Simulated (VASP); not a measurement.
TiTe3, 8 atoms in the cell. Symmetry: P6_3/mcm, No. 193, hexagonal system. Conventional cell: a = 6.567 Å, b = 6.567 Å, c = 5.987 Å, α = 90.00°, β = 90.00°, γ = 120.00°. Within 3.4 Å of Te (site symmetry m2m) lie 2 Ti at 2.56 Å. Within 3.4 Å of Ti (site symmetry -3m) lie 6 Te at 2.56 Å and 2 Ti at 2.99 Å. 

```yaml
Program: VASP 6.6.1
Task: single point
Functional: r2SCAN
Potentials_or_basis: VASP PAW PBE potentials, release 64 (Te, Ti_sv)
Cutoff: 520 eV
k_mesh: 3 × 3 × 3
Occupations: fermi-dirac, width 0.1 eV
Spin: no spin polarisation
Dipole_correction: no
Further_INCAR_settings: ALGO = Normal; EDIFF = 1e-06; NBANDS = 40
```

Potentials or basis: VASP PAW PBE potentials, release 64 (Te, Ti_sv).

Launch:

```console
$ cat potpaw_PBE.64/Te/POTCAR potpaw_PBE.64/Ti_sv/POTCAR > POTCAR
$ cp INCAR.step1 INCAR
$ mpirun -np 1 vasp_std > vasp.out
$ cp INCAR.step2 INCAR
$ mpirun -np 1 vasp_std > vasp.out
```

Hardware: 1 thread of AMD EPYC 7R13 (shared host).

Q: Estimate the wall time of this run.

A: Run time: 4.9 min on 1 thread of AMD EPYC 7R13, on a shared host, peak memory 0.36 GiB. Counts: k points 6.
